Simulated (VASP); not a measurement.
Input of a VASP 6.6.1 run:

INCAR

```
SYSTEM = Rb2NaCrP6
PREC = Accurate ; ENCUT = 520
EDIFF = 1E-7 ; ISMEAR = -1
SIGMA = 0.1 ; LREAL = .False.
LASPH = .True. ; NELM = 60
ALGO = Normal ; ISIF = 2
LWAVE = .False. ; LCHARG = .False.
GGA = PE ; NBANDS = 44
```

Contents of KPOINTS:

```
regular mesh
0
Gamma
  7 7 7
  0 0 0
```

File POSCAR:

```
Rb2NaCrP6
1.0
    0.0000000000      4.5519080000      4.5519080000
    4.5519080000      0.0000000000      4.5519080000
    4.5519080000      4.5519080000      0.0000000000
P Rb Na Cr
6 2 1 1
Direct
    0.7800000000      0.2200000000      0.2200000000
    0.2200000000      0.7800000000      0.2200000000
    0.2200000000      0.7800000000      0.7800000000
    0.7800000000      0.2200000000      0.7800000000
    0.2200000000      0.2200000000      0.7800000000
    0.7800000000      0.7800000000      0.2200000000
    0.2500000000      0.2500000000      0.2500000000
    0.7500000000      0.7500000000      0.7500000000
    0.5000000000      0.5000000000      0.5000000000
    0.0000000000      0.0000000000      0.0000000000
```

Potentials or basis: VASP PAW PBE potentials, release 64 (P, Rb_sv, Na_pv, Cr_pv).

Command:

```sh
$ cat potpaw_PBE.64/P/POTCAR potpaw_PBE.64/Rb_sv/POTCAR potpaw_PBE.64/Na_pv/POTCAR potpaw_PBE.64/Cr_pv/POTCAR > POTCAR
$ mpirun -np 1 vasp_std > vasp.out
```

Q: What does it give for the largest force?

A: 3.637 eV/Å.

Q: Estimate the pressure.

A: 23.1 GPa.

Forces on the atoms (eV/Å):
```
P    3.637  0.000  0.000
P    0.000  3.637  0.000
P   -3.637  0.000  0.000
P    0.000 -3.637  0.000
P    0.000  0.000  3.637
P    0.000  0.000 -3.637
Rb   0.000  0.000  0.000
Rb   0.000  0.000  0.000
Na   0.000  0.000  0.000
Cr   0.000  0.000  0.000
```

Caveat: forces of over 1 eV/Å act on the atoms, so gaps and moduli don't describe the material at rest. Spin polarisation is off, so any magnetic state and its effect on volume and gap are missing.
